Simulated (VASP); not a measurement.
Crystal: BeTe.

```xyz
2
Lattice="0.0000 2.8286 2.8286 2.8286 0.0000 2.8286 2.8286 2.8286 0.0000" Properties=species:S:1:pos:R:3 pbc="T T T"
Be    0.0000    0.0000    0.0000
Te    1.4143    1.4143    1.4143
```

Program: VASP 6.6.1. Alike in all runs: task single point; potentials or basis VASP PAW PBE potentials, release 64 (Be, Te); no spin polarisation; cell as given; cutoff (eV) 520; smearing gaussian 0.01 eV. Hardware: 1 thread of Intel Xeon 8259CL, with other jobs on the host.

Q: Order these runs on this cell by their wall time, lowest first.
A. level PBE; k mesh 8 × 8 × 8
B. level PBE; k mesh 4 × 4 × 4
C. level r2SCAN; k mesh 8 × 8 × 8

A: B (8.1 s), A (22 s), C (100 s).

Caveats: some runs use coarse meshes.
